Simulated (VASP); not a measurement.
# WSe2 in VASP: notebook, part 2 of 2

VASP 6.6.1. The steps go on from the part before.

### Step 3. Single point, PBEsol

INCAR reads:

```
  ALGO = Normal
  EDIFF = 1E-7
  ENCUT = 520
  GGA = PS
  ISIF = 2
  ISMEAR = 0
  LASPH = True
  LCHARG = True
  LELF = True
  LREAL = False
  LVHAR = True
  LWAVE = False
  NBANDS = 20
  NELM = 80
  PREC = Accurate
  SIGMA = 0.02
```

KPOINTS reads:

```
k-points
0
Gamma
  12 12 2
```

POSCAR reads:

```
WSe2
1.0
    3.2702526787      0.0000000000      0.0000000000
   -1.6351263394      2.8321218966      0.0000000000
    0.0000000000      0.0000000000     16.6612169678
W Se
1 2
Direct
    0.0000000000      0.0000000000      0.0000000000
    0.3333333333      0.6666666667      0.1003992722
    0.3333333333      0.6666666667      0.8996007278
```

Potentials or basis: VASP PAW PBE potentials, release 64 (W_sv, Se).

Started as:

```
$ cat potpaw_PBE.64/W_sv/POTCAR potpaw_PBE.64/Se/POTCAR > POTCAR
$ mpirun -np 1 vasp_std > vasp.out
```

OUTCAR:

```text
EDIFF = 1E-7
   ENCUT = 520
   GGA = PS
   ISIF = 2
   ISMEAR = 0
   LASPH = True
   LREAL = False
   NELM = 80
   PREC = Accurate

 ion  position               nearest neighbor table
   1  0.000  0.000  0.000-   2 2.52   3 2.52   2 2.52   3 2.52   2 2.52   3 2.52
   2  0.333  0.667  0.100-   1 2.52   1 2.52   1 2.52
   3  0.333  0.667  0.900-   1 2.52   1 2.52   1 2.52

  LATTYP: Found a hexagonal cell.
 ALAT       =     3.2702526787
 C/A-ratio  =     5.0947797020

  Lattice vectors:

 A1 = (   3.2702526787,   0.0000000000,   0.0000000000)
 A2 = (  -1.6351263394,   2.8321218966,   0.0000000000)
 A3 = (   0.0000000000,   0.0000000000,  16.6612169678)

Analysis of symmetry for initial positions (statically):
=====================================================================
 Subroutine PRICEL returns:
 Original cell was already a primitive cell.

 Routine SETGRP: Setting up the symmetry group for a
 hexagonal supercell.

 Subroutine GETGRP returns: Found 12 space group operations
 (whereof 12 operations were pure point group operations)
 out of a pool of 24 trial point group operations.

The static configuration has the point symmetry D_3h.

Analysis of symmetry for dynamics (positions and initial velocities):
=====================================================================
 Subroutine PRICEL returns:
 Original cell was already a primitive cell.

 Routine SETGRP: Setting up the symmetry group for a
 hexagonal supercell.

 Subroutine GETGRP returns: Found 12 space group operations
 (whereof 12 operations were pure point group operations)
 out of a pool of 24 trial point group operations.

The dynamic configuration has the point symmetry D_3h.

[... 111 lines left out ...]
   NELECT =      26.0000    total number of electrons
   NUPDOWN=      -1.0000    fix difference up-down
   EMIN   =  10.00;   EMAX   =-10.00  energy-range for DOS
   EFERMI =   0.00;   METHOD = LEGACY
   ISMEAR =     0;   SIGMA  =   0.02  broadening in eV -4-tet -1-fermi 0-gaus
   EFERMI_NEDOS =   21; number of points for ismear=-14 and -15
   IALGO  =     38    algorithm
   IMIX   =      4    mixing-type and parameters
     AMIX     =   0.40;   BMIX     =  1.00
     AMIX_MAG =   1.60;   BMIX_MAG =  1.00
  volume/ion in A,a.u.               =      51.44       347.12
  Fermi-wavevector in a.u.,A,eV,Ry     =   0.904203  1.708696 11.123894  0.817583
  Thomas-Fermi vector in A             =   2.027621
   LORBIT       =      0    0 simple, 1 ext, 2 COOP (PROOUT), +10 PAW based schemes
   GGA     = PS    functional components
   LHFCALC =     F    Hartree Fock is set to
   AEXX    =    0.0000 exact exchange contribution
   IVDW    =     0    specifies the selected vdW correction
   LEPSILON=     F    determine dielectric tensor
   LRPA    =     F    only Hartree local field effects (RPA)
 non-spin polarized calculation
 Gauss-broadening in eV      SIGMA  =   0.02
  energy-cutoff  :      520.00
  volume of cell :      154.31
 maximum number of plane-waves:      4212
   NGX = 13   NGY = 13   NGZ = 61

 number of electron      25.9999996 magnetization

 Free energy of the ion-electron system (eV)
  ---------------------------------------------------
  ext. energy  EPLUGINS =         0.00000000
  ---------------------------------------------------
  free energy    TOTEN  =       -23.23495000 eV

  energy without entropy =      -23.23495000  energy(sigma->0) =      -23.23495000

 E-fermi :  -0.6258     XC(G=0):  -4.8458

 val. band max:       -0.8197088855   @ k =   0.3333   0.3333   0.0000
 cond. band min:       0.8685858678   @ k =   0.1667   0.1667   0.0000
 fundamental gap:      1.6882947532
 Fermi energy:        -0.6257959121

 k-point     1 :       0.0000    0.0000    0.0000
  band No.  band energies     occupation
      1     -74.7640      2.00000
      2     -39.0300      2.00000
      3     -38.8793      2.00000
      4     -38.8793      2.00000
      5     -15.7208      2.00000
      6     -14.4197      2.00000
[... 541 lines left out ...]
     19       5.8061      0.00000
     20       5.9148      0.00000

 [... further k-points ...]

------------------------ aborting loop because EDIFF is reached ----------------------------------------

  FORCE on cell =-STRESS in cart. coord.  units (eV):
  Direction    XX          YY          ZZ          XY          YZ          ZX
  --------------------------------------------------------------------------------------
  -------------------------------------------------------------------------------------
  Total        0.1373511      0.1373511      0.1903373     -0.0000000      0.0000000     -0.0000000
  in kB        1.4260765      1.4260765      1.9762162     -0.0000000      0.0000000     -0.0000000
  external PRESSURE =       1.6094564 kB  Pullay stress =       0.0000000 kB

 VOLUME and BASIS-vectors are now :
 -----------------------------------------------------------------------------
  energy-cutoff  :      520.00
  volume of cell :      154.31
      direct lattice vectors                 reciprocal lattice vectors
     3.270252679  0.000000000  0.000000000     0.305786769  0.176546073  0.000000000
    -1.635126339  2.832121897  0.000000000     0.000000000  0.353092147  0.000000000
     0.000000000  0.000000000 16.661216968     0.000000000  0.000000000  0.060019625

 POSITION                                       TOTAL-FORCE (eV/Angst)
 -----------------------------------------------------------------------------------
      0.00000      0.00000      0.00000        -0.000000     -0.000000      0.000000
     -0.00000      1.88808      1.67277         0.000000     -0.000000      0.060287
     -0.00000      1.88808     14.98844        -0.000000      0.000000     -0.060287
 -----------------------------------------------------------------------------------
    total drift:                                0.000000     -0.000000     -0.000000

  FREE ENERGIE OF THE ION-ELECTRON SYSTEM (eV)
  ---------------------------------------------------
  free  energy   TOTEN  =       -23.2349500032 eV

  energy  without entropy=      -23.2349500032  energy(sigma->0) =      -23.23495000
```

stdout:

```text
POSCAR found type information on POSCAR W Se
 POSCAR found :  2 types and       3 ions
 scaLAPACK will be used
 -----------------------------------------------------------------------------
|                                                                             |
|                                                                             |
|     You enforced a specific xc type in the INCAR file but a different       |
|     I HOPE YOU KNOW WHAT YOU ARE DOING!                                     |
|                                                                             |
 -----------------------------------------------------------------------------

 LDA part: xc-table for (Slater+PW92), standard interpolation
 POSCAR, INCAR and KPOINTS ok, starting setup
 FFT: planning ... GRIDC
 FFT: planning ... GRID_SOFT
 FFT: planning ... GRID
 WAVECAR not read
 entering main loop
```

It took 54 s on 1 thread of Intel Xeon 6975P-C (Granite Rapids), shared host; peak memory 0.31 GiB.

What came out:

| Property | Result |
| --- | --- |
| Free energy | -23.2350 eV |
| Largest force | 0.060 eV/Å |
| Band gap on the k mesh | 1.69 eV |

Forces in eV/Å, atoms in the order of the input:
```
W    0.000  0.000  0.000
Se   0.000  0.000  0.060
Se   0.000  0.000 -0.060
```

Levels at points of the mesh, in eV from the valence-band top:
| k point | band 9 | band 10 | band 11 | band 12 | band 13 | band 14 | band 15 | band 16 | band 17 | band 18 |
| --- | --- | --- | --- | --- | --- | --- | --- | --- | --- | --- |
| (0.00, 0.00, 0.00) | -2.34 | -2.25 | -1.18 | -1.18 | -0.41 | 3.06 | 3.06 | 3.26 | 3.26 | 4.36 |
| (0.50, 0.00, 0.00) | -4.25 | -3.00 | -2.18 | -1.02 | -0.85 | 2.53 | 2.86 | 3.76 | 4.45 | 4.53 |
| (0.00, 0.00, 0.50) | -2.34 | -2.25 | -1.18 | -1.18 | -0.41 | 3.06 | 3.06 | 3.26 | 3.26 | 4.45 |
| (0.50, 0.00, 0.50) | -4.25 | -3.00 | -2.18 | -1.02 | -0.85 | 2.53 | 2.86 | 3.76 | 4.45 | 4.53 |

Caveat: there is no dipole correction, which matters where the two faces differ; the PAW data sets were made with another functional, which shifts forces and pressure a little; spin-orbit coupling is left out, which moves the levels of the heavy elements.

### Step 4. Single point, PBEsol

INCAR reads:

```
SYSTEM = WSe2
ALGO     = Normal         ! electronic algorithm
EDIFF    = 1E-6           ! SCF threshold, eV
ENCUT    = 520            ! plane-wave cutoff, eV
GGA      = PS             ! functional
ISIF     = 2              ! what is computed and relaxed
ISMEAR   = 0              ! smearing method
LASPH    = .TRUE.         ! aspherical terms in the spheres
LCHARG   = .FALSE.        ! write CHGCAR
LREAL    = .FALSE.        ! projectors in reciprocal space
LWAVE    = .FALSE.        ! write WAVECAR
NBANDS   = 20             ! bands
NELM     = 60             ! most SCF steps
PREC     = Accurate       ! precision mode
SIGMA    = 0.02           ! smearing width, eV
```

KPOINTS reads:

```
k-points
0
G
  12 12 2
  0 0 0
```

POSCAR is that of step 3.

Potentials or basis: VASP PAW PBE potentials, release 64 (W_sv, Se).

Started as:

```
$ cat potpaw_PBE.64/W_sv/POTCAR potpaw_PBE.64/Se/POTCAR > POTCAR
$ mpirun -np 1 vasp_std > vasp.out
```

OUTCAR:

```text
SYSTEM = WSe2
   EDIFF = 1E-6
   ENCUT = 520
   GGA = PS
   ISIF = 2
   ISMEAR = 0
   LASPH = .TRUE.
   LREAL = .FALSE.
   NELM = 60
   PREC = Accurate

 ion  position               nearest neighbor table
   1  0.000  0.000  0.000-   2 2.52   3 2.52   2 2.52   3 2.52   2 2.52   3 2.52
   2  0.333  0.667  0.100-   1 2.52   1 2.52   1 2.52
   3  0.333  0.667  0.900-   1 2.52   1 2.52   1 2.52

  LATTYP: Found a hexagonal cell.
 ALAT       =     3.2702526787
 C/A-ratio  =     5.0947797020

  Lattice vectors:

 A1 = (   3.2702526787,   0.0000000000,   0.0000000000)
 A2 = (  -1.6351263394,   2.8321218966,   0.0000000000)
 A3 = (   0.0000000000,   0.0000000000,  16.6612169678)

Analysis of symmetry for initial positions (statically):
=====================================================================
 Subroutine PRICEL returns:
 Original cell was already a primitive cell.

 Routine SETGRP: Setting up the symmetry group for a
 hexagonal supercell.

 Subroutine GETGRP returns: Found 12 space group operations
 (whereof 12 operations were pure point group operations)
 out of a pool of 24 trial point group operations.

The static configuration has the point symmetry D_3h.

Analysis of symmetry for dynamics (positions and initial velocities):
=====================================================================
 Subroutine PRICEL returns:
 Original cell was already a primitive cell.

 Routine SETGRP: Setting up the symmetry group for a
 hexagonal supercell.

 Subroutine GETGRP returns: Found 12 space group operations
 (whereof 12 operations were pure point group operations)
 out of a pool of 24 trial point group operations.

The dynamic configuration has the point symmetry D_3h.

 Subroutine INISYM returns: Found 12 space group operations
 (whereof 12 operations are pure point group operations),
 and found     1 'primitive' translations

----------------------------------------------------------------------------------------

[... 113 lines left out ...]
     AMIX     =   0.40;   BMIX     =  1.00
     AMIX_MAG =   1.60;   BMIX_MAG =  1.00
  volume/ion in A,a.u.               =      51.44       347.12
  Fermi-wavevector in a.u.,A,eV,Ry     =   0.904203  1.708696 11.123894  0.817583
  Thomas-Fermi vector in A             =   2.027621
   LORBIT       =      0    0 simple, 1 ext, 2 COOP (PROOUT), +10 PAW based schemes
   GGA     = PS    functional components
   LHFCALC =     F    Hartree Fock is set to
   AEXX    =    0.0000 exact exchange contribution
   IVDW    =     0    specifies the selected vdW correction
   LEPSILON=     F    determine dielectric tensor
   LRPA    =     F    only Hartree local field effects (RPA)
 non-spin polarized calculation
 Gauss-broadening in eV      SIGMA  =   0.02
  energy-cutoff  :      520.00
  volume of cell :      154.31
 maximum number of plane-waves:      4212
   NGX = 13   NGY = 13   NGZ = 61

 number of electron      25.9999996 magnetization

 Free energy of the ion-electron system (eV)
  ---------------------------------------------------
  ext. energy  EPLUGINS =         0.00000000
  ---------------------------------------------------
  free energy    TOTEN  =       -23.23494978 eV

  energy without entropy =      -23.23494978  energy(sigma->0) =      -23.23494978

 E-fermi :  -0.6257     XC(G=0):  -4.8509

 val. band max:       -0.8197075240   @ k =   0.3333   0.3333   0.0000
 cond. band min:       0.8685880990   @ k =   0.1667   0.1667   0.0000
 fundamental gap:      1.6882956230
 Fermi energy:        -0.6257234451

 k-point     1 :       0.0000    0.0000    0.0000
  band No.  band energies     occupation
      1     -74.7640      2.00000
      2     -39.0300      2.00000
      3     -38.8792      2.00000
      4     -38.8792      2.00000
      5     -15.7208      2.00000
      6     -14.4197      2.00000
[... 541 lines left out ...]
     19       5.8031      0.00000
     20       5.9154      0.00000

 [... further k-points ...]

------------------------ aborting loop because EDIFF is reached ----------------------------------------

  FORCE on cell =-STRESS in cart. coord.  units (eV):
  Direction    XX          YY          ZZ          XY          YZ          ZX
  --------------------------------------------------------------------------------------
  -------------------------------------------------------------------------------------
  Total        0.1373090      0.1373090      0.1902688     -0.0000000      0.0000000      0.0000000
  in kB        1.4256388      1.4256388      1.9755054     -0.0000000      0.0000000      0.0000000
  external PRESSURE =       1.6089276 kB  Pullay stress =       0.0000000 kB

 VOLUME and BASIS-vectors are now :
 -----------------------------------------------------------------------------
  energy-cutoff  :      520.00
  volume of cell :      154.31
      direct lattice vectors                 reciprocal lattice vectors
     3.270252679  0.000000000  0.000000000     0.305786769  0.176546073  0.000000000
    -1.635126339  2.832121897  0.000000000     0.000000000  0.353092147  0.000000000
     0.000000000  0.000000000 16.661216968     0.000000000  0.000000000  0.060019625

 POSITION                                       TOTAL-FORCE (eV/Angst)
 -----------------------------------------------------------------------------------
      0.00000      0.00000      0.00000         0.000000     -0.000000      0.000000
     -0.00000      1.88808      1.67277         0.000000     -0.000000      0.060305
     -0.00000      1.88808     14.98844        -0.000000      0.000000     -0.060305
 -----------------------------------------------------------------------------------
    total drift:                                0.000000     -0.000000     -0.000000

  FREE ENERGIE OF THE ION-ELECTRON SYSTEM (eV)
  ---------------------------------------------------
  free  energy   TOTEN  =       -23.2349497814 eV

  energy  without entropy=      -23.2349497814  energy(sigma->0) =      -23.23494978
```

It took 48 s on 1 thread of Intel Xeon 6975P-C (Granite Rapids), shared host; peak memory 0.31 GiB.

Results:

| Property | Result |
| --- | --- |
| Free energy | -23.2349 eV |
| Largest force | 0.060 eV/Å |
| Band gap on the k mesh | 1.69 eV |

Forces on the atoms (eV/Å):
```
W    0.000  0.000  0.000
Se   0.000  0.000  0.060
Se   0.000  0.000 -0.060
```

Levels at points of the mesh, in eV from the valence-band top:
| k point | band 9 | band 10 | band 11 | band 12 | band 13 | band 14 | band 15 | band 16 | band 17 | band 18 |
| --- | --- | --- | --- | --- | --- | --- | --- | --- | --- | --- |
| (0.00, 0.00, 0.00) | -2.34 | -2.25 | -1.18 | -1.18 | -0.41 | 3.06 | 3.06 | 3.26 | 3.26 | 4.36 |
| (0.50, 0.00, 0.00) | -4.25 | -3.00 | -2.18 | -1.02 | -0.85 | 2.53 | 2.86 | 3.76 | 4.45 | 4.53 |
| (0.00, 0.00, 0.50) | -2.34 | -2.25 | -1.18 | -1.18 | -0.41 | 3.06 | 3.06 | 3.26 | 3.26 | 4.45 |
| (0.50, 0.00, 0.50) | -4.25 | -3.00 | -2.18 | -1.02 | -0.85 | 2.53 | 2.86 | 3.76 | 4.45 | 4.53 |

Caveat: there is no dipole correction, which matters where the two faces differ; the PAW data sets were made with another functional, which shifts forces and pressure a little; spin-orbit coupling is left out, which moves the levels of the heavy elements.
